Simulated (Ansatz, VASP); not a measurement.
Two plane-wave programs on PbO

```
O Pb
1.0
     0.00000    2.60815    2.60815
     2.60815    0.00000    2.60815
     2.60815    2.60815    0.00000
O Pb
1 1
Direct
  0.00000 0.00000 0.00000
  0.50000 0.50000 0.50000
```

Alike in both runs: task relaxation of cell and atoms; functional r2SCAN; k mesh 12 × 12 × 12; occupations gaussian, width 0.02 eV; no spin polarisation.

|  | VASP | Ansatz |
| --- | --- | --- |
| version | VASP 6.6.1 | Ansatz 0.2.0 |
| potentials or method | VASP PAW PBE potentials, release 64 (O, Pb_d), cutoff 600 eV | scalar-relativistic, plane waves, PAW |
| valence electrons in the cell | 20 | 20 |

|  | VASP | Ansatz | Ansatz less VASP |
| --- | --- | --- | --- |
| gap on the k mesh at the Fermi level, each at its own relaxed structure (eV) | 0.31 | 0.32 | +0.004 |
| relaxed volume (Å³/atom) | 17.74 | 17.74 | 0.000 |
| relaxed length of the cell vector where the two differ most in proportion (Å) | 3.688 | 3.688 | 0.0000 |

VASP's potentials were made for PBE, not for r2SCAN.

Spin-orbit coupling is off throughout. Noted on VASP's run: the relaxation stopped at its first step, so nothing moved.
